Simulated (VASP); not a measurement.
# ZnO (P6_3/mmc) in VASP: further runs

ZnO is run at these levels: PBE; tasks: single point.

Everything below comes from runs of VASP 6.6.1. Logs are shortened: lines on timing, memory, paths and dates and some standing lists are left out, and cuts for length are marked.

### 1 The cell of the first run

Symmetry: P6_3/mmc, No. 194, hexagonal system. The conventional cell has a = 3.221 Å, b = 3.221 Å, c = 6.985 Å, α = 90.00°, β = 90.00°, γ = 120.00°. Zn (site symmetry -6m2) has 3 O at 1.86 Å within 2.5 Å. Within 2.5 Å of O (site symmetry -6m2) lie 3 Zn at 1.86 Å.

### 2 Single point, PBE

File INCAR:

```
SYSTEM = ZnO
PREC = Accurate
ENCUT = 520
EDIFF = 1E-7
ISMEAR = -1
SIGMA = 0.05
LREAL = .False.
LASPH = .True.
NELM = 80
ALGO = Normal
ISIF = 2
LWAVE = .False.
LCHARG = .False.
GGA = PE
NBANDS = 26
```

File KPOINTS:

```
Automatic mesh
0
Gamma
  9 9 4
  0 0 0
```

File POSCAR:

```
ZnO
1.0
    3.2208469546      0.0000000000      0.0000000000
   -1.6104234772      2.7893352843      0.0000000000
    0.0000000000      0.0000000000      6.9848812955
Zn O
2 2
Direct
    0.0000000000      0.0000000000      0.2500000000
    0.0000000000      0.0000000000      0.7500000000
    0.6666666667      0.3333333333      0.7500000000
    0.3333333333      0.6666666667      0.2500000000
```

Potentials or basis: VASP PAW PBE potentials, release 64 (Zn, O).

On the command line:

```bash
cat potpaw_PBE.64/Zn/POTCAR potpaw_PBE.64/O/POTCAR > POTCAR
mpirun -np 1 vasp_std > vasp.out
```

OUTCAR:

```text
SYSTEM = ZnO
   PREC = Accurate
   ENCUT = 520
   EDIFF = 1E-7
   ISMEAR = -1
   LREAL = .False.
   LASPH = .True.
   NELM = 80
   ISIF = 2
   GGA = PE

 ion  position               nearest neighbor table
   1  0.000  0.000  0.250-   4 1.86   4 1.86   4 1.86
   2  0.000  0.000  0.750-   3 1.86   3 1.86   3 1.86
   3  0.667  0.333  0.750-   2 1.86   2 1.86   2 1.86
   4  0.333  0.667  0.250-   1 1.86   1 1.86   1 1.86

  LATTYP: Found a hexagonal cell.
 ALAT       =     3.2208469546
 C/A-ratio  =     2.1686473757

  Lattice vectors:

 A1 = (   3.2208469546,   0.0000000000,   0.0000000000)
 A2 = (  -1.6104234772,   2.7893352843,   0.0000000000)
 A3 = (   0.0000000000,   0.0000000000,   6.9848812955)

Analysis of symmetry for initial positions (statically):
=====================================================================
 Subroutine PRICEL returns:
 Original cell was already a primitive cell.

 Routine SETGRP: Setting up the symmetry group for a
 hexagonal supercell.

 Subroutine GETGRP returns: Found 24 space group operations
 (whereof 12 operations were pure point group operations)
 out of a pool of 24 trial point group operations.

The static configuration has the point symmetry D_3d.
 The point group associated with its full space group is D_6h.

Analysis of symmetry for dynamics (positions and initial velocities):
=====================================================================
 Subroutine PRICEL returns:
 Original cell was already a primitive cell.

 Routine SETGRP: Setting up the symmetry group for a
 hexagonal supercell.

 Subroutine GETGRP returns: Found 24 space group operations
 (whereof 12 operations were pure point group operations)
 out of a pool of 24 trial point group operations.

The dynamic configuration has the point symmetry D_3d.
 The point group associated with its full space group is D_6h.

 Subroutine INISYM returns: Found 24 space group operations
 (whereof 12 operations are pure point group operations),
 and found     1 'primitive' translations

----------------------------------------------------------------------------------------

                                     Primitive cell

  volume of cell :      62.7523

  direct lattice vectors                    reciprocal lattice vectors
     3.220846955  0.000000000  0.000000000     0.310477342  0.179254177  0.000000000
    -1.610423477  2.789335284  0.000000000     0.000000000  0.358508353  0.000000000
     0.000000000  0.000000000  6.984881296     0.000000000  0.000000000  0.143166356

  length of vectors
     3.220846955  3.220846954  6.984881296     0.358508353  0.358508353  0.143166356

  position of ions in fractional coordinates (direct lattice)
     0.000000000  0.000000000  0.250000000
     0.000000000  0.000000000  0.750000000
     0.666666667  0.333333333  0.750000000
     0.333333333  0.666666667  0.250000000

  ion indices of the primitive-cell ions
   primitive index   ion index
                 1           1
                 2           2
                 3           3
                 4           4

----------------------------------------------------------------------------------------

 KPOINTS: Automatic mesh

Automatic generation of k-mesh.
 Grid dimensions read from file:
 generate k-points for:    9    9    4

 Generating k-lattice:

  Cartesian coordinates                     Fractional coordinates (reciprocal lattice)
     0.034497482  0.019917131  0.000000000     0.111111111  0.000000000  0.000000000
     0.000000000  0.039834261  0.000000000     0.000000000  0.111111111  0.000000000
     0.000000000  0.000000000  0.035791589     0.000000000  0.000000000  0.250000000

  Length of vectors
     0.039834261  0.039834261  0.035791589

  Shift w.r.t. Gamma in fractional coordinates (k-lattice)
     0.000000000  0.000000000  0.000000000

 Subroutine IBZKPT returns following result:
 ===========================================

 Found     36 irreducible k-points:

 Following reciprocal coordinates:
            Coordinates               Weight
  0.000000  0.000000  0.000000      1.000000
  0.111111  0.000000  0.000000      6.000000
  0.222222  0.000000  0.000000      6.000000
  0.333333  0.000000  0.000000      6.000000
  0.444444  0.000000  0.000000      6.000000
  0.111111  0.111111  0.000000      6.000000
[... 16 lines left out ...]
  0.333333  0.222222  0.250000     24.000000
  0.333333  0.333333  0.250000      4.000000
 [... further k-points ...]
   k-points           NKPTS =     36   k-points in BZ     NKDIM =     36   number of bands    NBANDS=     26
   number of dos      NEDOS =    301   number of ions     NIONS =      4
   total plane-waves  NPLWV =  31104
   dimension x,y,z NGX =    24 NGY =   24 NGZ =   54
   dimension x,y,z NGXF=    48 NGYF=   48 NGZF=  108
   ions per type =               2   2
   NGX,Y,Z   is equivalent  to a cutoff of  12.39, 12.39, 12.85 a.u.
   NGXF,Y,Z  is equivalent  to a cutoff of  24.78, 24.78, 25.70 a.u.
 SYSTEM =  ZnO
   PREC   = accura    normal or accurate (medium, high low for compatibility)
   ISTART =      0    job   : 0-new  1-cont  2-samecut
   ICHARG =      2    charge: 1-file 2-atom 10-const
   ISPIN  =      1    spin polarized calculation?
   LNONCOLLINEAR =      F non collinear calculations
   LSORBIT =      F    spin-orbit coupling
   LASPH  =      T    aspherical Exc in radial PAW
   ENCUT  =  520.0 eV  38.22 Ry    6.18 a.u.   5.99  5.99 12.99*2*pi/ulx,y,z
   NELM   =     80;   NELMIN=  2; NELMDL= -5     # of ELM steps
   EDIFF  = 0.1E-06   stopping-criterion for ELM
   LREAL  =      F    real-space projection
   EDIFFG = 0.1E-05   stopping-criterion for IOM
   NSW    =      0    number of steps for IOM
   IBRION =     -1    ionic relax: 0-MD 1-quasi-New 2-CG
   NFREE  =      0    steps in history (QN), initial steepest desc. (CG)
   ISIF   =      2    stress and relaxation
   ISYM   =      2    0-nonsym 1-usesym 2-fastsym
   POTIM  = 0.5000    time-step for ionic-motion
   TEBEG  =    0.0;   TEEND  =   0.0 temperature during run
   PSTRESS=    0.0 pullay stress
   NELECT =      36.0000    total number of electrons
   NUPDOWN=      -1.0000    fix difference up-down
   EMIN   =  10.00;   EMAX   =-10.00  energy-range for DOS
   EFERMI =   0.00;   METHOD = LEGACY
   ISMEAR =    -1;   SIGMA  =   0.05  broadening in eV -4-tet -1-fermi 0-gaus
   EFERMI_NEDOS =   21; number of points for ismear=-14 and -15
   IALGO  =     38    algorithm
   IMIX   =      4    mixing-type and parameters
     AMIX     =   0.40;   BMIX     =  1.00
     AMIX_MAG =   1.60;   BMIX_MAG =  1.00
  volume/ion in A,a.u.               =      15.69       105.87
  Fermi-wavevector in a.u.,A,eV,Ry     =   1.360293  2.570581 25.176171  1.850396
  Thomas-Fermi vector in A             =   2.486967
   LORBIT       =      0    0 simple, 1 ext, 2 COOP (PROOUT), +10 PAW based schemes
   GGA     = PE    functional components
   LHFCALC =     F    Hartree Fock is set to
   AEXX    =    0.0000 exact exchange contribution
   IVDW    =     0    specifies the selected vdW correction
   LEPSILON=     F    determine dielectric tensor
   LRPA    =     F    only Hartree local field effects (RPA)
 non-spin polarized calculation
  energy-cutoff  :      520.00
  volume of cell :       62.75
 maximum number of plane-waves:      1710
 NGX is ok and might be reduce to    24
   NGX = 11   NGY = 11   NGZ = 25

 number of electron      36.0000011 magnetization

 Free energy of the ion-electron system (eV)
  ---------------------------------------------------
  ext. energy  EPLUGINS =         0.00000000
  ---------------------------------------------------
  free energy    TOTEN  =       -16.88654111 eV

  energy without entropy =      -16.88653507  energy(sigma->0) =      -16.88653809

 E-fermi :   0.2097     XC(G=0):  -9.2167

 val. band max:       -0.2688489896   @ k =   0.0000   0.0000   0.0000
 cond. band min:       0.5528477456   @ k =   0.0000   0.0000   0.0000
 fundamental gap:      0.8216967352
 Fermi energy:         0.2097275161

 k-point     1 :       0.0000    0.0000    0.0000
  band No.  band energies     occupation
      1     -18.2193      2.00000
      2     -18.1233      2.00000
      3      -6.7482      2.00000
      4      -6.7482      2.00000
      5      -6.7313      2.00000
      6      -6.7313      2.00000
[... 18 lines left out ...]
     25      12.8599      0.00000
     26      13.7079      0.00000

 k-point     2 :       0.1111    0.0000    0.0000
  band No.  band energies     occupation
      1     -18.1557      2.00000
      2     -18.0653      2.00000
      3      -6.7750      2.00000
      4      -6.7618      2.00000
      5      -6.6585      2.00000
      6      -6.6413      2.00000
[... 18 lines left out ...]
     25      12.7572      0.00000
     26      13.1010      0.00000

 k-point     3 :       0.2222    0.0000    0.0000
  band No.  band energies     occupation
      1     -17.9911      2.00000
      2     -17.9160      2.00000
      3      -6.8005      2.00000
      4      -6.7949      2.00000
      5      -6.4075      2.00000
      6      -6.3900      2.00000
[... 18 lines left out ...]
     25      12.1351      0.00000
     26      13.5343      0.00000

 k-point     4 :       0.3333    0.0000    0.0000
  band No.  band energies     occupation
      1     -17.7953      2.00000
      2     -17.7434      2.00000
      3      -6.7288      2.00000
      4      -6.7260      2.00000
      5      -6.0622      2.00000
      6      -6.0464      2.00000
[... 18 lines left out ...]
     25      12.0737      0.00000
     26      13.1548      0.00000

 k-point     5 :       0.4444    0.0000    0.0000
  band No.  band energies     occupation
      1     -17.6593      2.00000
      2     -17.6322      2.00000
      3      -6.5782      2.00000
      4      -6.5716      2.00000
      5      -5.8716      2.00000
      6      -5.7790      2.00000
[... 18 lines left out ...]
     25      11.7055      0.00000
     26      13.9940      0.00000

 k-point     6 :       0.1111    0.1111    0.0000
  band No.  band energies     occupation
      1     -18.0416      2.00000
      2     -17.9615      2.00000
      3      -6.7974      2.00000
      4      -6.7934      2.00000
      5      -6.4853      2.00000
      6      -6.4701      2.00000
[... 427 lines left out ...]
 k-point    21 :       0.4444    0.1111    0.2500
  band No.  band energies     occupation
      1     -17.6211      2.00000
      2     -17.6073      2.00000
      3      -6.4862      2.00000
      4      -6.4851      2.00000
      5      -5.8386      2.00000
      6      -5.7138      2.00000
[... 18 lines left out ...]
     25      11.2521      0.00000
     26      12.0813      0.00000

 k-point    22 :       0.2222    0.2222    0.2500
  band No.  band energies     occupation
      1     -17.7031      2.00000
      2     -17.6749      2.00000
      3      -6.6108      2.00000
      4      -6.6025      2.00000
      5      -5.8304      2.00000
      6      -5.8283      2.00000
[... 18 lines left out ...]
     25      10.7534      0.00000
     26      12.1493      0.00000

 k-point    23 :       0.3333    0.2222    0.2500
  band No.  band energies     occupation
      1     -17.6017      2.00000
      2     -17.5890      2.00000
      3      -6.3955      2.00000
      4      -6.3873      2.00000
      5      -5.7997      2.00000
      6      -5.7161      2.00000
[... 18 lines left out ...]
     25      10.2397      0.00000
     26      10.9814      0.00000

 k-point    24 :       0.3333    0.3333    0.2500
  band No.  band energies     occupation
      1     -17.5638      2.00000
      2     -17.5638      2.00000
      3      -6.2714      2.00000
      4      -6.2585      2.00000
      5      -5.7592      2.00000
      6      -5.7592      2.00000
[... 18 lines left out ...]
     25       9.5989      0.00000
     26      10.3219      0.00000

 [... further k-points ...]
[... 5 lines left out ...]
  --------------------------------------------------------------------------------------
  -------------------------------------------------------------------------------------
  Total        3.7399707      3.7399707      0.1488718      0.0000000      0.0000000      0.0000000
  in kB       95.4880325     95.4880325      3.8009585      0.0000000      0.0000000      0.0000000
  external PRESSURE =      64.9256745 kB  Pullay stress =       0.0000000 kB

 VOLUME and BASIS-vectors are now :
 -----------------------------------------------------------------------------
  energy-cutoff  :      520.00
  volume of cell :       62.75
      direct lattice vectors                 reciprocal lattice vectors
     3.220846955  0.000000000  0.000000000     0.310477342  0.179254177  0.000000000
    -1.610423477  2.789335284  0.000000000     0.000000000  0.358508353  0.000000000
     0.000000000  0.000000000  6.984881296     0.000000000  0.000000000  0.143166356

 POSITION                                       TOTAL-FORCE (eV/Angst)
 -----------------------------------------------------------------------------------
      0.00000      0.00000      1.74622         0.000000      0.000000     -0.000000
      0.00000      0.00000      5.23866         0.000000     -0.000000      0.000000
      1.61042      0.92978      5.23866         0.000000      0.000000     -0.000000
     -0.00000      1.85956      1.74622        -0.000000     -0.000000      0.000000
 -----------------------------------------------------------------------------------
    total drift:                               -0.000000      0.000000      0.000000

  FREE ENERGIE OF THE ION-ELECTRON SYSTEM (eV)
  ---------------------------------------------------
  free  energy   TOTEN  =       -16.8865411090 eV

  energy  without entropy=      -16.8865350706  energy(sigma->0) =      -16.88653809
```

Run time: 34 s. Hardware: 1 thread of Intel Xeon Platinum 8559C (Emerald Rapids), shared host; peak memory 0.2 GiB.

Results:

```yaml
Free_energy: -16.8865 eV
Pressure: 6.5 GPa
Band_gap_on_the_k_mesh: 0.82 eV, direct
```

Stress tensor (GPa, compression positive):
```
9.55 0.00 0.00
0.00 9.55 0.00
0.00 0.00 0.38
```

Levels at points of the mesh, in eV from the valence-band top:
| k point | band 14 | band 15 | band 16 | band 17 | band 18 | band 19 | band 20 | band 21 | band 22 | band 23 |
| --- | --- | --- | --- | --- | --- | --- | --- | --- | --- | --- |
| (0.00, 0.00, 0.00) | -2.09 | -0.01 | -0.01 | 0.00 | 0.00 | 0.82 | 3.59 | 5.13 | 11.23 | 11.29 |
| (0.00, 0.00, 0.50) | -2.93 | -0.01 | -0.01 | -0.01 | -0.01 | 2.00 | 2.00 | 7.39 | 7.39 | 13.49 |

A k mesh can miss the band edges. PBE gaps usually lie below the measured ones, often by a third to a half.

### 3 Single point, PBE

This run uses another cell than the first one, of 16.02 Å³/atom, 1.021 times its volume.

File INCAR:

```
SYSTEM = ZnO
PREC = Accurate ; ENCUT = 520
EDIFF = 1E-6 ; ISMEAR = -1
SIGMA = 0.05 ; LREAL = .FALSE.
LASPH = .TRUE. ; NELM = 100
ALGO = Normal ; ISIF = 2
LWAVE = .FALSE. ; LCHARG = .FALSE.
GGA = PE ; NBANDS = 26
```

File KPOINTS:

```
regular mesh
0
G
  9 9 4
  0 0 0
```

File POSCAR:

```
ZnO
1.0
    3.2435297227      0.0000000000      0.0000000000
   -1.6217648613      2.8089791378      0.0000000000
    0.0000000000      0.0000000000      7.0340722211
Zn O
2 2
Direct
    0.0000000000      0.0000000000      0.2500000000
    0.0000000000      0.0000000000      0.7500000000
    0.6666666667      0.3333333333      0.7500000000
    0.3333333333      0.6666666667      0.2500000000
```

Potentials or basis: VASP PAW PBE potentials, release 64 (Zn, O).

On the command line:

```bash
cat potpaw_PBE.64/Zn/POTCAR potpaw_PBE.64/O/POTCAR > POTCAR
mpirun -np 1 vasp_std > vasp.out
```

Wall time 32 s (1 thread of Intel Xeon Platinum 8559C (Emerald Rapids), shared host); peak memory 0.2 GiB.

Results (log left out):

```
Free energy            : -16.9316 eV
Pressure               : 4.2 GPa
Band gap on the k mesh : 0.82 eV, direct
```

Stress tensor (GPa, compression positive):
```
6.06 0.00 0.00
0.00 6.06 0.00
0.00 0.00 0.37
```

Levels at points of the mesh, in eV from the valence-band top:
| k point | band 14 | band 15 | band 16 | band 17 | band 18 | band 19 | band 20 | band 21 | band 22 | band 23 |
| --- | --- | --- | --- | --- | --- | --- | --- | --- | --- | --- |
| (0.00, 0.00, 0.00) | -1.96 | -0.01 | -0.01 | 0.00 | 0.00 | 0.82 | 3.51 | 5.15 | 11.13 | 11.22 |
| (0.00, 0.00, 0.50) | -2.79 | 0.00 | 0.00 | 0.00 | 0.00 | 1.98 | 1.98 | 7.35 | 7.35 | 13.38 |

A k mesh can miss the band edges. A hybrid or GW would open this gap; PBE tends to underestimate it.

### 4 Single point, PBE

This run uses another cell than the first one, of 16.36 Å³/atom, 1.043 times its volume.

File INCAR:

```
PREC = Accurate
ENCUT = 520
EDIFF = 1E-6
ISMEAR = -1
SIGMA = 0.05
LREAL = F
LASPH = T
NELM = 60
ALGO = Normal
ISIF = 2
LWAVE = F
LCHARG = F
GGA = PE
NBANDS = 26
```

File KPOINTS:

```
regular mesh
0
Gamma
  9 9 4
```

File POSCAR:

```
ZnO
1.0
    3.2658996001      0.0000000000      0.0000000000
   -1.6329498000      2.8283520199      0.0000000000
    0.0000000000      0.0000000000      7.0825845970
Zn O
2 2
Direct
    0.0000000000      0.0000000000      0.2500000000
    0.0000000000      0.0000000000      0.7500000000
    0.6666666667      0.3333333333      0.7500000000
    0.3333333333      0.6666666667      0.2500000000
```

On the command line:

```bash
cat potpaw_PBE.64/Zn/POTCAR potpaw_PBE.64/O/POTCAR > POTCAR
mpirun -np 1 vasp_std > vasp.out
```

It took 35 s on 1 thread of Intel Xeon Platinum 8559C (Emerald Rapids), shared host; peak memory 0.2 GiB.

Results (log left out):

```
Free energy            : -16.9578 eV
Pressure               : 2.0 GPa
Band gap on the k mesh : 0.82 eV, direct
```

Stress tensor (GPa, compression positive):
```
2.88 0.00 0.00
0.00 2.88 0.00
0.00 0.00 0.30
```

Levels at points of the mesh, in eV from the valence-band top:
| k point | band 16 | band 17 | band 18 | band 19 | band 20 | band 21 |
| --- | --- | --- | --- | --- | --- | --- |
| (0.00, 0.00, 0.00) | -0.01 | 0.00 | 0.00 | 0.82 | 3.43 | 5.16 |
| (0.00, 0.00, 0.50) | 0.00 | 0.00 | 0.00 | 1.96 | 1.96 | 7.30 |

### 5 Overview

| cell | gap on the mesh (eV) | pressure (GPa) |
| --- | --- | --- |
| a = 3.221, b = 3.221, c = 6.985 Å, angles 90.0, 90.0, 120.0°, 4 atoms | 0.82 | 6.5 |
| a = 3.244, b = 3.244, c = 7.034 Å, angles 90.0, 90.0, 120.0°, 4 atoms | 0.82 | 4.2 |
| a = 3.266, b = 3.266, c = 7.083 Å, angles 90.0, 90.0, 120.0°, 4 atoms | 0.82 | 2.0 |

Alike in all rows: task single point; level PBE; potentials or basis VASP PAW PBE potentials, release 64 (Zn, O); no spin polarisation; k mesh 9 × 9 × 4; cutoff (eV) 520; smearing fermi-dirac 0.05 eV.

Absolute energies hang on the potentials; compare differences alone.
